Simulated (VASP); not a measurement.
Input of a VASP 6.6.1 run:

Contents of INCAR:

```
SYSTEM = Ba3Fe
PREC     = Accurate       ! precision mode
ENCUT    = 520            ! plane-wave cutoff, eV
EDIFF    = 1E-6           ! SCF threshold, eV
ISMEAR   = 0              ! smearing method
SIGMA    = 0.1            ! smearing width, eV
LREAL    = .FALSE.        ! projectors in reciprocal space
LASPH    = .TRUE.         ! aspherical terms in the spheres
NELM     = 150            ! most SCF steps
ALGO     = Normal         ! electronic algorithm
ISIF     = 2              ! what is computed and relaxed
LWAVE    = .FALSE.        ! write WAVECAR
LCHARG   = .FALSE.        ! write CHGCAR
ISPIN    = 2              ! spin polarisation
MAGMOM   = -0.3 -0.3 -0.3 2.96 ! initial moments
LORBIT   = 11             ! projections on sites
LMAXMIX  = 4              ! l up to which the mixer works
GGA      = PE             ! functional
NBANDS   = 31             ! bands
```

File KPOINTS:

```
Automatic mesh
0
G
  4 4 4
  0 0 0
```

The input POSCAR:

```
Ba3Fe
1.0
    5.5478443702      0.0000000000      0.0000000000
    0.0000000000      5.5478443702      0.0000000000
    0.0000000000      0.0000000000      5.5478443702
Ba Fe
3 1
Direct
    0.0000000000      0.5000000000      0.5000000000
    0.5000000000      0.0000000000      0.5000000000
    0.5000000000      0.5000000000      0.0000000000
    0.0000000000      0.0000000000      0.0000000000
```

Potentials or basis: VASP PAW PBE potentials, release 64 (Ba_sv, Fe).

The run is started by

```console
$ cat potpaw_PBE.64/Ba_sv/POTCAR potpaw_PBE.64/Fe/POTCAR > POTCAR
$ mpirun -np 1 vasp_std > vasp.out
```

Problem. Estimate the pressure.

Solution. 0.4 GPa.

Problem. Predict the net moment.

Solution. 1.88 μB per cell.

Problem. What does it give for the site moments?

Solution. Ba -0.13; Fe +3.03 μB.
